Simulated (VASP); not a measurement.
# MgO (Periclase) (Fm-3m) in VASP: single point with LDA

Aim: the single point of MgO (Periclase) with LDA.

All numbers are computed with VASP 6.6.1; they aren't measurements. Logs are shortened: lines on timing, memory, paths and dates and some standing lists are left out, and cuts for length are marked.

## (1) The cell of the first run

It takes space group Fm-3m (No. 225, cubic). The conventional cell has a = 4.217 Å, b = 4.217 Å, c = 4.217 Å, α = 90.00°, β = 90.00°, γ = 90.00°. Within 2.8 Å of Mg (site symmetry m-3m) lie 6 O at 2.11 Å. Within 2.8 Å of O (site symmetry m-3m) lie 6 Mg at 2.11 Å.

## (2) Single point, LDA

Contents of INCAR:

```
SYSTEM = MgO
ALGO = Normal
EDIFF = 1E-6
ENCUT = 600
GGA_COMPAT = .FALSE.
ISIF = 2
ISMEAR = 1
LASPH = .TRUE.
LCHARG = .FALSE.
LREAL = .FALSE.
LWAVE = .FALSE.
NBANDS = 11
NELM = 120
PREC = Accurate
SIGMA = 0.1
```

Contents of KPOINTS:

```
k-points
0
G
  7 7 7
  0 0 0
```

Contents of POSCAR:

```
MgO
1.0
    0.0000000000      2.1085000000      2.1085000000
    2.1085000000      0.0000000000      2.1085000000
    2.1085000000      2.1085000000      0.0000000000
Mg O
1 1
Direct
    0.0000000000      0.0000000000      0.0000000000
    0.5000000000      0.5000000000      0.5000000000
```

Potentials or basis: VASP PAW LDA potentials, release 64 (Mg, O).

Started as:

```sh
$ cat potpaw_LDA.64/Mg/POTCAR potpaw_LDA.64/O/POTCAR > POTCAR
$ mpirun -np 1 vasp_std > vasp.out
```

OUTCAR:

```text
SYSTEM = MgO
   EDIFF = 1E-6
   ENCUT = 600
   ISIF = 2
   ISMEAR = 1
   LASPH = .TRUE.
   LREAL = .FALSE.
   NELM = 120
   PREC = Accurate

 ion  position               nearest neighbor table
   1  0.000  0.000  0.000-   2 2.11   2 2.11   2 2.11   2 2.11   2 2.11   2 2.11
   2  0.500  0.500  0.500-   1 2.11   1 2.11   1 2.11   1 2.11   1 2.11   1 2.11

  LATTYP: Found a face centered cubic cell.
 ALAT       =     4.2170000000

  Lattice vectors:

 A1 = (   0.0000000000,   2.1085000000,   2.1085000000)
 A2 = (   2.1085000000,   0.0000000000,   2.1085000000)
 A3 = (   2.1085000000,   2.1085000000,   0.0000000000)

Analysis of symmetry for initial positions (statically):
=====================================================================
 Subroutine PRICEL returns:
 Original cell was already a primitive cell.

 Routine SETGRP: Setting up the symmetry group for a
 face centered cubic supercell.

 Subroutine GETGRP returns: Found 48 space group operations
 (whereof 48 operations were pure point group operations)
 out of a pool of 48 trial point group operations.

The static configuration has the point symmetry O_h .

Analysis of symmetry for dynamics (positions and initial velocities):
=====================================================================
 Subroutine PRICEL returns:
 Original cell was already a primitive cell.

 Routine SETGRP: Setting up the symmetry group for a
 face centered cubic supercell.

 Subroutine GETGRP returns: Found 48 space group operations
 (whereof 48 operations were pure point group operations)
 out of a pool of 48 trial point group operations.

The dynamic configuration has the point symmetry O_h .

 Subroutine INISYM returns: Found 48 space group operations
 (whereof 48 operations are pure point group operations),
 and found     1 'primitive' translations

----------------------------------------------------------------------------------------

                                     Primitive cell

  volume of cell :      18.7478

  direct lattice vectors                    reciprocal lattice vectors
     0.000000000  2.108500000  2.108500000    -0.237135404  0.237135404  0.237135404
     2.108500000  0.000000000  2.108500000     0.237135404 -0.237135404  0.237135404
     2.108500000  2.108500000  0.000000000     0.237135404  0.237135404 -0.237135404

  length of vectors
     2.981869296  2.981869296  2.981869296     0.410730569  0.410730569  0.410730569

  position of ions in fractional coordinates (direct lattice)
     0.000000000  0.000000000  0.000000000
     0.500000000  0.500000000  0.500000000

  ion indices of the primitive-cell ions
   primitive index   ion index
                 1           1
                 2           2

----------------------------------------------------------------------------------------

 KPOINTS: k-points

Automatic generation of k-mesh.
 Grid dimensions read from file:
 generate k-points for:    7    7    7

 Generating k-lattice:

  Cartesian coordinates                     Fractional coordinates (reciprocal lattice)
    -0.033876486  0.033876486  0.033876486     0.142857143  0.000000000  0.000000000
     0.033876486 -0.033876486  0.033876486     0.000000000  0.142857143  0.000000000
     0.033876486  0.033876486 -0.033876486     0.000000000  0.000000000  0.142857143

  Length of vectors
     0.058675796  0.058675796  0.058675796

  Shift w.r.t. Gamma in fractional coordinates (k-lattice)
     0.000000000  0.000000000  0.000000000

 Subroutine IBZKPT returns following result:
 ===========================================

 Found     20 irreducible k-points:

 Following reciprocal coordinates:
            Coordinates               Weight
  0.000000  0.000000  0.000000      1.000000
  0.142857  0.000000  0.000000      8.000000
  0.285714  0.000000  0.000000      8.000000
  0.428571  0.000000  0.000000      8.000000
  0.142857  0.142857  0.000000      6.000000
  0.285714  0.142857  0.000000     24.000000
[... 12 lines left out ...]
 -0.428571  0.428571  0.142857     24.000000
 -0.285714  0.428571  0.142857     24.000000
   k-points           NKPTS =     20   k-points in BZ     NKDIM =     20   number of bands    NBANDS=     11
   number of dos      NEDOS =    301   number of ions     NIONS =      2
   total plane-waves  NPLWV =  13824
   dimension x,y,z NGX =    24 NGY =   24 NGZ =   24
   dimension x,y,z NGXF=    48 NGYF=   48 NGZF=   48
   ions per type =               1   1
   NGX,Y,Z   is equivalent  to a cutoff of  13.38, 13.38, 13.38 a.u.
   NGXF,Y,Z  is equivalent  to a cutoff of  26.76, 26.76, 26.76 a.u.
 SYSTEM =  MgO
   PREC   = accura    normal or accurate (medium, high low for compatibility)
   ISTART =      0    job   : 0-new  1-cont  2-samecut
   ICHARG =      2    charge: 1-file 2-atom 10-const
   ISPIN  =      1    spin polarized calculation?
   LNONCOLLINEAR =      F non collinear calculations
   LSORBIT =      F    spin-orbit coupling
   LASPH  =      T    aspherical Exc in radial PAW
   ENCUT  =  600.0 eV  44.10 Ry    6.64 a.u.   5.96  5.96  5.96*2*pi/ulx,y,z
   NELM   =    120;   NELMIN=  2; NELMDL= -5     # of ELM steps
   EDIFF  = 0.1E-05   stopping-criterion for ELM
   LREAL  =      F    real-space projection
   EDIFFG = 0.1E-04   stopping-criterion for IOM
   NSW    =      0    number of steps for IOM
   IBRION =     -1    ionic relax: 0-MD 1-quasi-New 2-CG
   NFREE  =      0    steps in history (QN), initial steepest desc. (CG)
   ISIF   =      2    stress and relaxation
   ISYM   =      2    0-nonsym 1-usesym 2-fastsym
   POTIM  = 0.5000    time-step for ionic-motion
   TEBEG  =    0.0;   TEEND  =   0.0 temperature during run
   PSTRESS=    0.0 pullay stress
   NELECT =       8.0000    total number of electrons
   NUPDOWN=      -1.0000    fix difference up-down
   EMIN   =  10.00;   EMAX   =-10.00  energy-range for DOS
   EFERMI =   0.00;   METHOD = LEGACY
   ISMEAR =     1;   SIGMA  =   0.10  broadening in eV -4-tet -1-fermi 0-gaus
   EFERMI_NEDOS =   21; number of points for ismear=-14 and -15
   IALGO  =     38    algorithm
   IMIX   =      4    mixing-type and parameters
     AMIX     =   0.40;   BMIX     =  1.00
     AMIX_MAG =   1.60;   BMIX_MAG =  1.00
  volume/ion in A,a.u.               =       9.37        63.26
  Fermi-wavevector in a.u.,A,eV,Ry     =   1.232503  2.329092 20.668107  1.519063
  Thomas-Fermi vector in A             =   2.367270
   LORBIT       =      0    0 simple, 1 ext, 2 COOP (PROOUT), +10 PAW based schemes
   GGA     = CA    functional components
   LHFCALC =     F    Hartree Fock is set to
   AEXX    =    0.0000 exact exchange contribution
   IVDW    =     0    specifies the selected vdW correction
   LEPSILON=     F    determine dielectric tensor
   LRPA    =     F    only Hartree local field effects (RPA)
 non-spin polarized calculation
 Methfessel and Paxton  Order N= 1 SIGMA  =   0.10
  energy-cutoff  :      600.00
  volume of cell :       18.75
 maximum number of plane-waves:       637
   NGX = 11   NGY = 11   NGZ = 11

 number of electron       8.0000005 magnetization

 Free energy of the ion-electron system (eV)
  ---------------------------------------------------
  ext. energy  EPLUGINS =         0.00000000
  ---------------------------------------------------
  free energy    TOTEN  =       -13.42465260 eV

  energy without entropy =      -13.42480050  energy(sigma->0) =      -13.42470190

 E-fermi :   2.9230     XC(G=0): -11.5747

 val. band max:        2.8518307342   @ k =   0.0000   0.0000   0.0000
 cond. band min:       7.4752861030   @ k =   0.0000   0.0000   0.0000
 fundamental gap:      4.6234553688
 Fermi energy:         2.9230097102

 k-point     1 :       0.0000    0.0000    0.0000
  band No.  band energies     occupation
      1     -14.1311      2.00000
      2       2.8518      1.92785
      3       2.8518      1.92785
      4       2.8518      1.92784
      5       7.4753      0.00000
      6      18.3602      0.00000
      7      18.3602      0.00000
      8      18.3602      0.00000
      9      22.3755      0.00000
     10      24.0145      0.00000
     11      24.0145      0.00000

 k-point     2 :       0.1429    0.0000    0.0000
  band No.  band energies     occupation
      1     -13.9124      2.00000
      2       1.6526      2.00000
      3       2.7178      2.01345
      4       2.7178      2.01345
      5       8.5949      0.00000
      6      16.4224      0.00000
      7      18.8049      0.00000
      8      18.8049      0.00000
      9      22.8563      0.00000
     10      22.8563      0.00000
     11      24.6683      0.00000

 k-point     3 :       0.2857    0.0000    0.0000
  band No.  band energies     occupation
      1     -13.3706      2.00000
      2      -0.3048      2.00000
      3       2.4338      2.00000
      4       2.4338      2.00000
      5      10.0904      0.00000
      6      15.0021      0.00000
      7      19.1809      0.00000
      8      19.1809      0.00000
      9      22.8696      0.00000
     10      22.8696      0.00000
     11      24.1954      0.00000

 k-point     4 :       0.4286    0.0000    0.0000
  band No.  band energies     occupation
      1     -12.8688      2.00000
      2      -1.6424      2.00000
      3       2.2204      2.00000
      4       2.2204      2.00000
      5      10.5468      0.00000
      6      15.1194      0.00000
      7      18.8773      0.00000
      8      18.8773      0.00000
      9      23.4581      0.00000
     10      24.5712      0.00000
     11      24.5712      0.00000
[... 183 lines left out ...]
 k-point    18 :      -0.4286    0.2857    0.1429
  band No.  band energies     occupation
      1     -12.6500      2.00000
      2      -0.9679      2.00000
      3       0.7304      2.00000
      4       1.7835      2.00000
      5      12.6669      0.00000
      6      14.4584      0.00000
      7      15.8010      0.00000
      8      19.4159      0.00000
      9      22.7850      0.00000
     10      24.6835      0.00000
     11      29.4405      0.00000

 k-point    19 :      -0.4286    0.4286    0.1429
  band No.  band energies     occupation
      1     -12.5502      2.00000
      2      -0.8833      2.00000
      3       0.8500      2.00000
      4       1.3466      2.00000
      5      12.9780      0.00000
      6      13.4842      0.00000
      7      15.3168      0.00000
      8      19.6092      0.00000
      9      22.1689      0.00000
     10      27.2200      0.00000
     11      29.4449      0.00000

 k-point    20 :      -0.2857    0.4286    0.1429
  band No.  band energies     occupation
      1     -12.4897      2.00000
      2      -0.3404      2.00000
      3      -0.1341      2.00000
      4       1.3700      2.00000
      5      13.5666      0.00000
      6      14.6696      0.00000
      7      14.7327      0.00000
      8      18.7053      0.00000
      9      23.0828      0.00000
     10      25.3437      0.00000
     11      29.4005      0.00000

------------------------ aborting loop because EDIFF is reached ----------------------------------------

  FORCE on cell =-STRESS in cart. coord.  units (eV):
  Direction    XX          YY          ZZ          XY          YZ          ZX
  --------------------------------------------------------------------------------------
  -------------------------------------------------------------------------------------
  Total       -0.9922963     -0.9922963     -0.9922963     -0.0000000      0.0000000     -0.0000000
  in kB      -84.8010311    -84.8010311    -84.8010311     -0.0000000      0.0000000     -0.0000000
  external PRESSURE =     -84.8010311 kB  Pullay stress =       0.0000000 kB

 VOLUME and BASIS-vectors are now :
 -----------------------------------------------------------------------------
  energy-cutoff  :      600.00
  volume of cell :       18.75
      direct lattice vectors                 reciprocal lattice vectors
     0.000000000  2.108500000  2.108500000    -0.237135404  0.237135404  0.237135404
     2.108500000  0.000000000  2.108500000     0.237135404 -0.237135404  0.237135404
     2.108500000  2.108500000  0.000000000     0.237135404  0.237135404 -0.237135404

 POSITION                                       TOTAL-FORCE (eV/Angst)
 -----------------------------------------------------------------------------------
      0.00000      0.00000      0.00000         0.000000      0.000000     -0.000000
      2.10850      2.10850      2.10850        -0.000000      0.000000      0.000000
 -----------------------------------------------------------------------------------
    total drift:                               -0.000000     -0.000000      0.000000

  FREE ENERGIE OF THE ION-ELECTRON SYSTEM (eV)
  ---------------------------------------------------
  free  energy   TOTEN  =       -13.4246525993 eV

  energy  without entropy=      -13.4248004995  energy(sigma->0) =      -13.42470190
```

Run time: 5.3 s. Hardware: 1 thread of Intel Xeon Platinum 8259CL at 2.50GHz (Skylake/Cascade Lake), shared host; peak memory 0.13 GiB.

Results:

```
Free energy            : -13.4247 eV
Pressure               : -8.5 GPa
Band gap on the k mesh : 4.62 eV, direct
```

Levels at points of the mesh, in eV from the valence-band top:
| k point | band 1 | band 2 | band 3 | band 4 | band 5 | band 6 | band 7 | band 8 |
| --- | --- | --- | --- | --- | --- | --- | --- | --- |
| (0.00, 0.00, 0.00) | -16.98 | 0.00 | 0.00 | 0.00 | 4.62 | 15.51 | 15.51 | 15.51 |

A hybrid or GW would open this gap; LDA tends to underestimate it.
